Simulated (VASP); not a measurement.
# Rb3B4Pb (Pm-3m) in VASP: further runs

Runs on Rb3B4Pb. Level: PBE. Tasks: single point.

Program: VASP 6.6.1. These are calculated values, not measurements. Logs are shortened: lines on timing, memory, paths and dates and some standing lists are left out, and cuts for length are marked.

## (1) The cell of the first run

Symmetry: Pm-3m, No. 221, cubic system. The conventional cell has a = 5.593 Å, b = 5.593 Å, c = 5.593 Å, α = 90.00°, β = 90.00°, γ = 90.00°. Within 3.7 Å of Rb (site symmetry 4/mmm) lie 6 B at 2.80 Å. Within 3.7 Å of B (site symmetry 4/mmm) lie 4 Rb at 2.80 Å and 2 Pb at 2.80 Å. Within 3.7 Å of B (site symmetry m-3m) lie 6 Rb at 2.80 Å. Pb (site symmetry m-3m) has 6 B at 2.80 Å within 3.7 Å.

## (2) Single point, PBE

File INCAR:

```
PREC = Accurate
ENCUT = 520
EDIFF = 1E-7
ISMEAR = 0
SIGMA = 0.1
LREAL = False
LASPH = True
NELM = 100
ALGO = Normal
ISIF = 2
LWAVE = False
LCHARG = False
GGA = PE
NBANDS = 36
```

File KPOINTS:

```
regular mesh
0
Gamma
  4 4 4
```

File POSCAR:

```
Rb3B4Pb
1.0
    5.5925798600      0.0000000000      0.0000000000
    0.0000000000      5.5925798600      0.0000000000
    0.0000000000      0.0000000000      5.5925798600
Rb B Pb
3 4 1
Direct
    0.5000000000      0.0000000000      0.0000000000
    0.0000000000      0.5000000000      0.0000000000
    0.0000000000      0.0000000000      0.5000000000
    0.0000000000      0.5000000000      0.5000000000
    0.5000000000      0.0000000000      0.5000000000
    0.5000000000      0.5000000000      0.0000000000
    0.0000000000      0.0000000000      0.0000000000
    0.5000000000      0.5000000000      0.5000000000
```

Potentials or basis: VASP PAW PBE potentials, release 64 (Rb_sv, B, Pb_d).

The run is started by

```console
cat potpaw_PBE.64/Rb_sv/POTCAR potpaw_PBE.64/B/POTCAR potpaw_PBE.64/Pb_d/POTCAR > POTCAR
mpirun -np 1 vasp_std > vasp.out
```

OUTCAR:

```text
PREC = Accurate
   ENCUT = 520
   EDIFF = 1E-7
   ISMEAR = 0
   LREAL = False
   LASPH = True
   NELM = 100
   ISIF = 2
   GGA = PE

 ion  position               nearest neighbor table
   1  0.500  0.000  0.000-   5 2.80   6 2.80   7 2.80   5 2.80   6 2.80   7 2.80   3 3.95   3 3.95
                             8 3.95   2 3.95   2 3.95   8 3.95   8 3.95   2 3.95   3 3.95   8 3.95
   2  0.000  0.500  0.000-   4 2.80   6 2.80   7 2.80   4 2.80   7 2.80   6 2.80   3 3.95   3 3.95
                             8 3.95   1 3.95   3 3.95   1 3.95   3 3.95   1 3.95   8 3.95   8 3.95
   3  0.000  0.000  0.500-   4 2.80   5 2.80   7 2.80   7 2.80   4 2.80   5 2.80   1 3.95   2 3.95
                             2 3.95   2 3.95   1 3.95   8 3.95   2 3.95   1 3.95   8 3.95   8 3.95
   4  0.000  0.500  0.500-   2 2.80   3 2.80   8 2.80   2 2.80   3 2.80   8 2.80
   5  0.500  0.000  0.500-   1 2.80   3 2.80   8 2.80   1 2.80   8 2.80   3 2.80
   6  0.500  0.500  0.000-   1 2.80   2 2.80   8 2.80   8 2.80   1 2.80   2 2.80
   7  0.000  0.000  0.000-   1 2.80   2 2.80   3 2.80   3 2.80   2 2.80   1 2.80
   8  0.500  0.500  0.500-   4 2.80   5 2.80   6 2.80   6 2.80   5 2.80   4 2.80   1 3.95   2 3.95
                             1 3.95   1 3.95   3 3.95   2 3.95   1 3.95   2 3.95   3 3.95   3 3.95

  LATTYP: Found a simple cubic cell.
 ALAT       =     5.5925798600

  Lattice vectors:

 A1 = (   5.5925798600,   0.0000000000,   0.0000000000)
 A2 = (   0.0000000000,   5.5925798600,   0.0000000000)
 A3 = (   0.0000000000,   0.0000000000,   5.5925798600)

Analysis of symmetry for initial positions (statically):
=====================================================================
 Subroutine PRICEL returns:
 Original cell was already a primitive cell.

 Routine SETGRP: Setting up the symmetry group for a
 simple cubic supercell.

 Subroutine GETGRP returns: Found 48 space group operations
 (whereof 48 operations were pure point group operations)
 out of a pool of 48 trial point group operations.

The static configuration has the point symmetry O_h .

Analysis of symmetry for dynamics (positions and initial velocities):
=====================================================================
 Subroutine PRICEL returns:
 Original cell was already a primitive cell.

 Routine SETGRP: Setting up the symmetry group for a
 simple cubic supercell.

 Subroutine GETGRP returns: Found 48 space group operations
 (whereof 48 operations were pure point group operations)
 out of a pool of 48 trial point group operations.

The dynamic configuration has the point symmetry O_h .

 Subroutine INISYM returns: Found 48 space group operations
 (whereof 48 operations are pure point group operations),
 and found     1 'primitive' translations

----------------------------------------------------------------------------------------

                                     Primitive cell

  volume of cell :     174.9188

  direct lattice vectors                    reciprocal lattice vectors
     5.592579860  0.000000000  0.000000000     0.178808354  0.000000000  0.000000000
     0.000000000  5.592579860  0.000000000     0.000000000  0.178808354  0.000000000
     0.000000000  0.000000000  5.592579860     0.000000000  0.000000000  0.178808354

  length of vectors
     5.592579860  5.592579860  5.592579860     0.178808354  0.178808354  0.178808354

  position of ions in fractional coordinates (direct lattice)
     0.500000000  0.000000000  0.000000000
     0.000000000  0.500000000  0.000000000
     0.000000000  0.000000000  0.500000000
     0.000000000  0.500000000  0.500000000
     0.500000000  0.000000000  0.500000000
     0.500000000  0.500000000  0.000000000
     0.000000000  0.000000000  0.000000000
     0.500000000  0.500000000  0.500000000

  ion indices of the primitive-cell ions
   primitive index   ion index
                 1           1
                 2           2
                 3           3
                 4           4
                 5           5
                 6           6
                 7           7
                 8           8

----------------------------------------------------------------------------------------

 KPOINTS: regular mesh

Automatic generation of k-mesh.
 Grid dimensions read from file:
 generate k-points for:    4    4    4

 Generating k-lattice:

  Cartesian coordinates                     Fractional coordinates (reciprocal lattice)
     0.044702089  0.000000000  0.000000000     0.250000000  0.000000000  0.000000000
     0.000000000  0.044702089  0.000000000     0.000000000  0.250000000  0.000000000
     0.000000000  0.000000000  0.044702089     0.000000000  0.000000000  0.250000000

  Length of vectors
     0.044702089  0.044702089  0.044702089

  Shift w.r.t. Gamma in fractional coordinates (k-lattice)
     0.000000000  0.000000000  0.000000000

 Subroutine IBZKPT returns following result:
 ===========================================

 Found     10 irreducible k-points:

 Following reciprocal coordinates:
            Coordinates               Weight
  0.000000  0.000000  0.000000      1.000000
  0.250000  0.000000  0.000000      6.000000
  0.500000  0.000000  0.000000      3.000000
  0.250000  0.250000  0.000000     12.000000
  0.500000  0.250000  0.000000     12.000000
  0.500000  0.500000  0.000000      3.000000
  0.250000  0.250000  0.250000      8.000000
  0.500000  0.250000  0.250000     12.000000
  0.500000  0.500000  0.250000      6.000000
  0.500000  0.500000  0.500000      1.000000
   k-points           NKPTS =     10   k-points in BZ     NKDIM =     10   number of bands    NBANDS=     36
   number of dos      NEDOS =    301   number of ions     NIONS =      8
   total plane-waves  NPLWV =  74088
   dimension x,y,z NGX =    42 NGY =   42 NGZ =   42
   dimension x,y,z NGXF=    84 NGYF=   84 NGZF=   84
   ions per type =               3   4   1
   NGX,Y,Z   is equivalent  to a cutoff of  12.48, 12.48, 12.48 a.u.
   NGXF,Y,Z  is equivalent  to a cutoff of  24.97, 24.97, 24.97 a.u.
 SYSTEM =  unknown system
   PREC   = accura    normal or accurate (medium, high low for compatibility)
   ISTART =      0    job   : 0-new  1-cont  2-samecut
   ICHARG =      2    charge: 1-file 2-atom 10-const
   ISPIN  =      1    spin polarized calculation?
   LNONCOLLINEAR =      F non collinear calculations
   LSORBIT =      F    spin-orbit coupling
   LASPH  =      T    aspherical Exc in radial PAW
   ENCUT  =  520.0 eV  38.22 Ry    6.18 a.u.  10.40 10.40 10.40*2*pi/ulx,y,z
   NELM   =    100;   NELMIN=  2; NELMDL= -5     # of ELM steps
   EDIFF  = 0.1E-06   stopping-criterion for ELM
   LREAL  =      F    real-space projection
   EDIFFG = 0.1E-05   stopping-criterion for IOM
   NSW    =      0    number of steps for IOM
   IBRION =     -1    ionic relax: 0-MD 1-quasi-New 2-CG
   NFREE  =      0    steps in history (QN), initial steepest desc. (CG)
   ISIF   =      2    stress and relaxation
   ISYM   =      2    0-nonsym 1-usesym 2-fastsym
   POTIM  = 0.5000    time-step for ionic-motion
   TEBEG  =    0.0;   TEEND  =   0.0 temperature during run
   PSTRESS=    0.0 pullay stress
   NELECT =      53.0000    total number of electrons
   NUPDOWN=      -1.0000    fix difference up-down
   EMIN   =  10.00;   EMAX   =-10.00  energy-range for DOS
   EFERMI =   0.00;   METHOD = LEGACY
   ISMEAR =     0;   SIGMA  =   0.10  broadening in eV -4-tet -1-fermi 0-gaus
   EFERMI_NEDOS =   21; number of points for ismear=-14 and -15
   IALGO  =     38    algorithm
   IMIX   =      4    mixing-type and parameters
     AMIX     =   0.40;   BMIX     =  1.00
     AMIX_MAG =   1.60;   BMIX_MAG =  1.00
  volume/ion in A,a.u.               =      21.86       147.55
  Fermi-wavevector in a.u.,A,eV,Ry     =   1.099566  2.077878 16.450058  1.209045
  Thomas-Fermi vector in A             =   2.235963
   LORBIT       =      0    0 simple, 1 ext, 2 COOP (PROOUT), +10 PAW based schemes
   GGA     = PE    functional components
   LHFCALC =     F    Hartree Fock is set to
   AEXX    =    0.0000 exact exchange contribution
   IVDW    =     0    specifies the selected vdW correction
   LEPSILON=     F    determine dielectric tensor
   LRPA    =     F    only Hartree local field effects (RPA)
 non-spin polarized calculation
 Gauss-broadening in eV      SIGMA  =   0.10
  energy-cutoff  :      520.00
  volume of cell :      174.92
 maximum number of plane-waves:      4737
 NGX is ok and might be reduce to    42
   NGX = 21   NGY = 21   NGZ = 21

 number of electron      53.0000008 magnetization

 Free energy of the ion-electron system (eV)
  ---------------------------------------------------
  ext. energy  EPLUGINS =         0.00000000
  ---------------------------------------------------
  free energy    TOTEN  =       -15.55498038 eV

  energy without entropy =      -15.52193856  energy(sigma->0) =      -15.53845947

 E-fermi :   3.0181     XC(G=0):  -9.3148

 val. band max:        3.0017336421   @ k =   0.5000   0.5000   0.0000
 cond. band min:       3.0312444892   @ k =   0.5000   0.5000   0.5000
 fundamental gap:      0.0295108471
 Fermi energy:         3.0181196480

 k-point     1 :       0.0000    0.0000    0.0000
  band No.  band energies     occupation
      1     -23.9168      2.00000
      2     -23.7968      2.00000
      3     -23.7968      2.00000
      4     -13.2657      2.00000
      5     -13.2657      2.00000
      6     -13.2234      2.00000
[... 28 lines left out ...]
     35       5.7209      0.00000
     36       5.7209      0.00000

 k-point     2 :       0.2500    0.0000    0.0000
  band No.  band energies     occupation
      1     -23.9014      2.00000
      2     -23.8120      2.00000
      3     -23.7965      2.00000
      4     -13.2671      2.00000
      5     -13.2627      2.00000
      6     -13.2250      2.00000
[... 28 lines left out ...]
     35       5.9365      0.00000
     36       6.8363      0.00000
[... 271 lines left out ...]
     35       6.6033      0.00000
     36       6.6033      0.00000

 k-point    10 :       0.5000    0.5000    0.5000
  band No.  band energies     occupation
      1     -23.8354      2.00000
      2     -23.8354      2.00000
      3     -23.8354      2.00000
      4     -13.2570      2.00000
      5     -13.2570      2.00000
      6     -13.2252      2.00000
[... 28 lines left out ...]
     35       6.2036      0.00000
     36       6.2036      0.00000

------------------------ aborting loop because EDIFF is reached ----------------------------------------

  FORCE on cell =-STRESS in cart. coord.  units (eV):
  Direction    XX          YY          ZZ          XY          YZ          ZX
  --------------------------------------------------------------------------------------
  -------------------------------------------------------------------------------------
  Total        9.2792306      9.2792306      9.2792306      0.0000000     -0.0000000      0.0000000
  in kB       84.9935497     84.9935497     84.9935497      0.0000000     -0.0000000      0.0000000
  external PRESSURE =      84.9935497 kB  Pullay stress =       0.0000000 kB

 VOLUME and BASIS-vectors are now :
 -----------------------------------------------------------------------------
  energy-cutoff  :      520.00
  volume of cell :      174.92
      direct lattice vectors                 reciprocal lattice vectors
     5.592579860  0.000000000  0.000000000     0.178808354  0.000000000  0.000000000
     0.000000000  5.592579860  0.000000000     0.000000000  0.178808354  0.000000000
     0.000000000  0.000000000  5.592579860     0.000000000  0.000000000  0.178808354

 POSITION                                       TOTAL-FORCE (eV/Angst)
 -----------------------------------------------------------------------------------
      2.79629      0.00000      0.00000         0.000000      0.000000      0.000000
      0.00000      2.79629      0.00000         0.000000      0.000000      0.000000
      0.00000      0.00000      2.79629         0.000000      0.000000      0.000000
      0.00000      2.79629      2.79629         0.000000      0.000000      0.000000
      2.79629      0.00000      2.79629         0.000000      0.000000      0.000000
      2.79629      2.79629      0.00000         0.000000      0.000000      0.000000
      0.00000      0.00000      0.00000         0.000000      0.000000      0.000000
      2.79629      2.79629      2.79629         0.000000      0.000000      0.000000
 -----------------------------------------------------------------------------------
    total drift:                                0.000000      0.000000     -0.000000

  FREE ENERGIE OF THE ION-ELECTRON SYSTEM (eV)
  ---------------------------------------------------
  free  energy   TOTEN  =       -15.5549803816 eV

  energy  without entropy=      -15.5219385608  energy(sigma->0) =      -15.53845947
```

Run time: 59 s. Hardware: 1 thread of AMD EPYC 7R13 (Zen 3), shared host; peak memory 0.25 GiB.

What came out:

```yaml
Free_energy: -15.5550 eV
Pressure: 8.5 GPa
```

Caveat: spin-orbit coupling is left out, which moves the levels of the heavy elements.

[end of part 1 of 2]
